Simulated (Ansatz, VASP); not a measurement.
# WS2 in VASP and in Ansatz

The input POSCAR:

```
WS2
1.0
    3.0790738334      0.0000000000      0.0000000000
   -1.5395369167      2.6665561598      0.0000000000
    0.0000000000      0.0000000000     17.5499654131
W S
3 6
Direct
    0.6666666667      0.3333333333      0.6597259989
    0.3333333333      0.6666666667      0.9840382996
    0.3333333333      0.6666666667      0.3354136982
    0.6666666667      0.3333333333      1.0732499546
    0.6666666667      0.3333333333      0.4248372568
    0.3333333333      0.6666666667      0.7490971738
    0.6666666667      0.3333333333      0.8946147410
    0.6666666667      0.3333333333      0.2462020431
    0.3333333333      0.6666666667      0.5703548239
```

The input INCAR.step1:

```
SYSTEM = WS2
PREC = Accurate ; ENCUT = 520
ISMEAR = 0 ; SIGMA = 0.02
LREAL = .False. ; LASPH = .True.
NELM = 60 ; NBANDS = 49
GGA = PE ; ALGO = Normal
EDIFF = 1E-4 ; LWAVE = .True.
LCHARG = .False.
```

INCAR.step2

```
SYSTEM = WS2
PREC = Accurate ; ENCUT = 520
EDIFF = 1E-7 ; ISMEAR = 0
SIGMA = 0.02 ; LREAL = .False.
LASPH = .True. ; NELM = 60
ALGO = Normal ; ISIF = 2
LWAVE = .False. ; LCHARG = .True.
METAGGA = R2SCAN ; LMIXTAU = .True.
LELF = .True. ; LVHAR = .True.
NBANDS = 49 ; ISTART = 1
```

File KPOINTS:

```
Automatic mesh
0
Gamma
  12 12 2
  0 0 0
```

Input for Ansatz:

```yaml
crystal:
  lattice:
    - [3.0790738334, 0.0, 0.0]
    - [-1.5395369167, 2.6665561598, 0.0]
    - [0.0, 0.0, 17.5499654131]
  atoms:
    - { symbol: W, position: [0.6666666667, 0.3333333333, 0.6597259989] }
    - { symbol: W, position: [0.3333333333, 0.6666666667, 0.9840382996] }
    - { symbol: W, position: [0.3333333333, 0.6666666667, 0.3354136982] }
    - { symbol: S, position: [0.6666666667, 0.3333333333, 1.0732499546] }
    - { symbol: S, position: [0.6666666667, 0.3333333333, 0.4248372568] }
    - { symbol: S, position: [0.3333333333, 0.6666666667, 0.7490971738] }
    - { symbol: S, position: [0.6666666667, 0.3333333333, 0.894614741] }
    - { symbol: S, position: [0.6666666667, 0.3333333333, 0.2462020431] }
    - { symbol: S, position: [0.3333333333, 0.6666666667, 0.5703548239] }
basis:
  ecutwfc: 500
kpoints:
  mp_grid: { grid: [12, 12, 2] }
  band_path: { path: [VBM, CBM], npoints: 2 }
hamiltonian:
  xc: r2scan
scf:
  occupations: { method: gaussian, width: 0.02 }
output:
  forces: true
  stress: true
  eigenvalues: true
checkpoint:
  read: start.run
  write: ck
  compress: false
  write_wavefunctions: false
  write_every: 100000
```

Alike in both runs: task single point; functional r2SCAN; k mesh 12 × 12 × 2; occupations gaussian, width 0.02 eV; no spin polarisation.

|  | VASP | Ansatz |
| --- | --- | --- |
| version | VASP 6.6.1 | Ansatz 0.2.0 |
| potentials or method | VASP PAW PBE potentials, release 64 (W_sv, S), cutoff 520 eV | scalar-relativistic, plane waves, PAW |
| valence electrons in the cell | 78 | 78 |

|  | VASP | Ansatz | Ansatz less VASP |
| --- | --- | --- | --- |
| gap on the k mesh at the Fermi level (eV) | 0.65 | 0.63 | -0.020 |
| least direct gap on the mesh (eV) | 2.20 | 2.19 | -0.002 |
| pressure (GPa) | 15.3 | 15.0 | -0.28 |
| traceless stress, the component that is largest in VASP (GPa) | -0.06 | 0.00 | +0.058 |
| rms of the force components (eV/Å) | 0.013 | 0.001 | -0.0117 |

VASP's potentials were made for PBE, not for r2SCAN. Atom by atom the forces differ by 0.012 eV/Å (rms over components).

Spin-orbit coupling is off throughout.
